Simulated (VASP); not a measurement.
# InSe (Cm) in VASP: further runs, part 2 of 2

VASP 6.6.1. The steps go on from the part before.

## 5. Single point, PBEsol (atom 1 (In) moved +0.100 Å along Cartesian [0 0 1])

INCAR

```
PREC = Accurate
ENCUT = 520
EDIFF = 1E-7
ISMEAR = 0
SIGMA = 0.05
LREAL = F
LASPH = T
NELM = 80
ALGO = Normal
ISIF = 2
LWAVE = F
LCHARG = F
GGA = PS
NBANDS = 27
```

KPOINTS

```
regular mesh
0
Gamma
  8 8 6
```

POSCAR

```
InSe
1.0
    5.8749264423     -2.0552742521     -0.0052948673
    5.8749264423      2.0552742521     -0.0052948673
   -1.6051187023      0.0000000000      4.2720903652
In Se
2 2
Direct
    0.8890014169      0.8890014169      0.0524696076
    0.1141973411      0.1141973411      0.9709460661
    0.6547212217      0.6547212217      0.6374867706
    0.3452787783      0.3452787783      0.3625132294
```

Potentials or basis: VASP PAW PBE potentials, release 64 (In_d, Se).

Command:

```sh
$ cat potpaw_PBE.64/In_d/POTCAR potpaw_PBE.64/Se/POTCAR > POTCAR
$ mpirun -np 1 vasp_std > vasp.out
```

OUTCAR:

```text
PREC = Accurate
   ENCUT = 520
   EDIFF = 1E-7
   ISMEAR = 0
   LREAL = F
   LASPH = T
   NELM = 80
   ISIF = 2
   GGA = PS

 ion  position               nearest neighbor table
   1  0.889  0.889  0.052-   4 2.65   4 2.65   3 2.74   2 2.80   2 3.73   2 3.73
   2  0.114  0.114  0.971-   4 2.67   3 2.70   3 2.70   1 2.80   1 3.73   1 3.73
   3  0.655  0.655  0.637-   2 2.70   2 2.70   1 2.74
   4  0.345  0.345  0.363-   1 2.65   1 2.65   2 2.67

  LATTYP: Found a base centered monoclinic cell.
 ALAT       =    11.7498576567
 B/A-ratio  =     0.3498381533
 C/A-ratio  =     0.3884028818
 COS(beta)  =    -0.3525595217

  Lattice vectors:

 A1 = (   5.8749264423,  -2.0552742521,  -0.0052948673)
 A2 = (   5.8749264423,   2.0552742521,  -0.0052948673)
 A3 = (  -1.6051187023,   0.0000000000,   4.2720903652)

Analysis of symmetry for initial positions (statically):
=====================================================================
 Subroutine PRICEL returns:
 Original cell was already a primitive cell.

 Routine SETGRP: Setting up the symmetry group for a
 base centered monoclinic supercell.

 Subroutine GETGRP returns: Found  2 space group operations
 (whereof  2 operations were pure point group operations)
 out of a pool of  4 trial point group operations.

The static configuration has the point symmetry C_1h.

Analysis of symmetry for dynamics (positions and initial velocities):
=====================================================================
 Subroutine PRICEL returns:
 Original cell was already a primitive cell.

 Routine SETGRP: Setting up the symmetry group for a
 base centered monoclinic supercell.

[... 121 lines left out ...]
   EMIN   =  10.00;   EMAX   =-10.00  energy-range for DOS
   EFERMI =   0.00;   METHOD = LEGACY
   ISMEAR =     0;   SIGMA  =   0.05  broadening in eV -4-tet -1-fermi 0-gaus
   EFERMI_NEDOS =   21; number of points for ismear=-14 and -15
   IALGO  =     38    algorithm
   IMIX   =      4    mixing-type and parameters
     AMIX     =   0.40;   BMIX     =  1.00
     AMIX_MAG =   1.60;   BMIX_MAG =  1.00
  volume/ion in A,a.u.               =      25.78       173.99
  Fermi-wavevector in a.u.,A,eV,Ry     =   1.173647  2.217871 18.741310  1.377447
  Thomas-Fermi vector in A             =   2.310057
   LORBIT       =      0    0 simple, 1 ext, 2 COOP (PROOUT), +10 PAW based schemes
   GGA     = PS    functional components
   LHFCALC =     F    Hartree Fock is set to
   AEXX    =    0.0000 exact exchange contribution
   IVDW    =     0    specifies the selected vdW correction
   LEPSILON=     F    determine dielectric tensor
   LRPA    =     F    only Hartree local field effects (RPA)
 non-spin polarized calculation
 Gauss-broadening in eV      SIGMA  =   0.05
  energy-cutoff  :      520.00
  volume of cell :      103.13
 maximum number of plane-waves:      2803
 NGX is ok and might be reduce to    48
   NGX = 23   NGY = 23   NGZ = 17

 number of electron      38.0000002 magnetization

 Free energy of the ion-electron system (eV)
  ---------------------------------------------------
  ext. energy  EPLUGINS =         0.00000000
  ---------------------------------------------------
  free energy    TOTEN  =       -15.53184623 eV

  energy without entropy =      -15.53184623  energy(sigma->0) =      -15.53184623

 E-fermi :   5.2360     XC(G=0):  -9.8195

 val. band max:        4.9715104664   @ k =  -0.2500  -0.2500   0.3333
 cond. band min:       5.6731771123   @ k =   0.0000   0.0000   0.5000
 fundamental gap:      0.7016666459
 Fermi energy:         5.2359581708

 k-point     1 :       0.0000    0.0000    0.0000
  band No.  band energies     occupation
      1      -9.6882      2.00000
      2      -9.5601      2.00000
      3      -9.3623      2.00000
      4      -9.3514      2.00000
      5      -9.2904      2.00000
      6      -9.2883      2.00000
[... 709 lines left out ...]
     26      11.5013      0.00000
     27      12.7623      0.00000

 [... further k-points ...]

------------------------ aborting loop because EDIFF is reached ----------------------------------------

  FORCE on cell =-STRESS in cart. coord.  units (eV):
  Direction    XX          YY          ZZ          XY          YZ          ZX
  --------------------------------------------------------------------------------------
  -------------------------------------------------------------------------------------
  Total       -0.1737259      0.4879602      0.2617057      0.0000000      0.0000000     -0.3444000
  in kB       -2.6988555      7.5805270      4.0656337      0.0000000      0.0000000     -5.3503002
  external PRESSURE =       2.9824351 kB  Pullay stress =       0.0000000 kB

 VOLUME and BASIS-vectors are now :
 -----------------------------------------------------------------------------
  energy-cutoff  :      520.00
  volume of cell :      103.13
      direct lattice vectors                 reciprocal lattice vectors
     5.874926442 -2.055274252 -0.005294867     0.085136278 -0.243276536  0.031987580
     5.874926442  2.055274252 -0.005294867     0.085136278  0.243276536  0.031987580
    -1.605118702  0.000000000  4.272090365     0.000211037  0.000000000  0.234156737

 POSITION                                       TOTAL-FORCE (eV/Angst)
 -----------------------------------------------------------------------------------
     10.36142      0.00000      0.21474         0.091331      0.000000     -0.411597
     -0.21668      0.00000      4.14676        -0.079980      0.000000     -0.043856
      6.66964      0.00000      2.71647         0.160863      0.000000      0.157402
      3.47510      0.00000      1.54503        -0.172213      0.000000      0.298052
 -----------------------------------------------------------------------------------
    total drift:                               -0.000467      0.000000      0.000294

  FREE ENERGIE OF THE ION-ELECTRON SYSTEM (eV)
  ---------------------------------------------------
  free  energy   TOTEN  =       -15.5318462290 eV

  energy  without entropy=      -15.5318462290  energy(sigma->0) =      -15.53184623
```

OSZICAR:

```text
N       E                     dE             d eps       ncg     rms          rms(c)
DAV:   1     0.335354542423E+03    0.33535E+03   -0.17666E+04  6159   0.162E+03
DAV:   2     0.227986547301E+02   -0.31256E+03   -0.30326E+03  6216   0.393E+02
DAV:   3    -0.143385067074E+02   -0.37137E+02   -0.36466E+02  7795   0.143E+02
DAV:   4    -0.159458865605E+02   -0.16074E+01   -0.16020E+01  7535   0.297E+01
DAV:   5    -0.159959262341E+02   -0.50040E-01   -0.50033E-01  9007   0.539E+00    0.635E+00
DAV:   6    -0.155662004343E+02    0.42973E+00   -0.79507E-01  8632   0.156E+01    0.376E+00
DAV:   7    -0.155359179227E+02    0.30283E-01   -0.31041E-01  9420   0.476E+00    0.112E+00
DAV:   8    -0.155320507880E+02    0.38671E-02   -0.38105E-02  9435   0.219E+00    0.527E-01
DAV:   9    -0.155318427162E+02    0.20807E-03   -0.43384E-03  9101   0.692E-01    0.174E-01
DAV:  10    -0.155318389217E+02    0.37945E-05   -0.37068E-04  7159   0.151E-01    0.911E-02
DAV:  11    -0.155318500181E+02   -0.11096E-04   -0.11697E-04  8939   0.133E-01    0.246E-02
DAV:  12    -0.155318461162E+02    0.39019E-05   -0.19434E-05  8988   0.473E-02    0.170E-02
DAV:  13    -0.155318462251E+02   -0.10891E-06   -0.21194E-06  7892   0.826E-03    0.552E-03
DAV:  14    -0.155318462290E+02   -0.38781E-08   -0.36391E-07  5858   0.853E-03
   1 F= -.15531846E+02 E0= -.15531846E+02  d E =-.104366E-15
```

Run time: 8.7 min. Hardware: 1 thread of Intel Xeon 8259CL, shared host; peak memory 0.46 GiB.

Results:

```
Free energy            : -15.5318 eV
Pressure               : 0.3 GPa
Largest force          : 0.422 eV/Å
Band gap on the k mesh : 0.70 eV (least direct gap 0.97 eV)
```

Forces in eV/Å, atoms in the order of the input:
```
In   0.091  0.000 -0.412
In  -0.080  0.000 -0.044
Se   0.161  0.000  0.157
Se  -0.172  0.000  0.298
```

Stress tensor (GPa, compression positive):
```
-0.27  0.00 -0.54
 0.00  0.76  0.00
-0.54  0.00  0.41
```

Caveat: the cell differs from its parent crystal (atom 1 (In) moved +0.100 Å along Cartesian [0 0 1]); the PAW data sets were made with another functional, which shifts forces and pressure a little; spin-orbit coupling is left out, which moves the levels of the heavy elements. A k mesh can miss the band edges.

## 6. Summary

| cell | gap on the mesh (eV) | pressure (GPa) | largest force (eV/Å) |
| --- | --- | --- | --- |
| as given, atomic positions A | 0.68 | 0.0 | 0.23 |
| as given, atomic positions B | 0.69 | 0.2 | 0.17 |
| as given, atomic positions C | 0.68 | 0.0 | 0.08 |
| as given, atomic positions D | 0.70 | 0.3 | 0.42 |

Alike in all rows: task single point; level PBEsol; potentials or basis VASP PAW PBE potentials, release 64 (In_d, Se); no spin polarisation; k mesh 8 × 8 × 6; cutoff (eV) 520; smearing gaussian 0.05 eV.

Caveats: the PAW data sets were made with another functional, which shifts forces and pressure a little; spin-orbit coupling is left out, which moves the levels of the heavy elements.

Absolute energies hang on the potentials; compare differences alone.
